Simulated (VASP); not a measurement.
Input of a VASP 6.6.1 run:

File POSCAR:

```
Si3N4
1.0
    7.6056640558      0.0000000000      0.0000000000
   -3.8028320279      6.5866982850      0.0000000000
    0.0000000000      0.0000000000      2.9056464664
Si N
6 8
Direct
    0.2306108591      0.8245677903      0.7500000000
    0.4060430687      0.2306108591      0.2500000000
    0.8245677903      0.5939569313      0.2500000000
    0.1754322097      0.4060430687      0.7500000000
    0.5939569313      0.7693891409      0.7500000000
    0.7693891409      0.1754322097      0.2500000000
    0.3333333333      0.6666666667      0.7500000000
    0.6666666667      0.3333333333      0.2500000000
    0.9687373408      0.6696818164      0.7500000000
    0.2990555244      0.9687373408      0.2500000000
    0.6696818164      0.7009444756      0.2500000000
    0.3303181836      0.2990555244      0.7500000000
    0.0312626592      0.3303181836      0.2500000000
    0.7009444756      0.0312626592      0.7500000000
```

Contents of INCAR.step1:

```
SYSTEM = Si3N4
ALGO = Normal
EDIFF = 1E-4
ENCUT = 520
GGA = PE
ISMEAR = 0
LASPH = .TRUE.
LCHARG = .FALSE.
LREAL = .FALSE.
LWAVE = .TRUE.
NBANDS = 45
NELM = 60
PREC = Accurate
SIGMA = 0.01
```

Contents of INCAR.step2:

```
SYSTEM = Si3N4
ALGO = Normal
EDIFF = 1E-6
ENCUT = 520
ISIF = 2
ISMEAR = 0
ISTART = 1
LASPH = .TRUE.
LCHARG = .FALSE.
LMIXTAU = .TRUE.
LREAL = .FALSE.
LWAVE = .FALSE.
METAGGA = R2SCAN
NBANDS = 45
NELM = 60
PREC = Accurate
SIGMA = 0.01
```

Contents of KPOINTS:

```
k-points
0
G
  6 6 8
  0 0 0
```

Potentials or basis: VASP PAW PBE potentials, release 64 (Si, N).

Run with:

```sh
$ cat potpaw_PBE.64/Si/POTCAR potpaw_PBE.64/N/POTCAR > POTCAR
$ cp INCAR.step1 INCAR
$ mpirun -np 1 vasp_std > vasp.out
$ cp INCAR.step2 INCAR
$ mpirun -np 1 vasp_std > vasp.out
```

(1) What does it give for the band gap on the k mesh?

(2) What does it give for the pressure?

Results:

(1) 5.00 eV, indirect (least direct gap 5.20 eV).

(2) -0.2 GPa.

Caveat: the PAW data sets were made with another functional, which shifts forces and pressure a little.
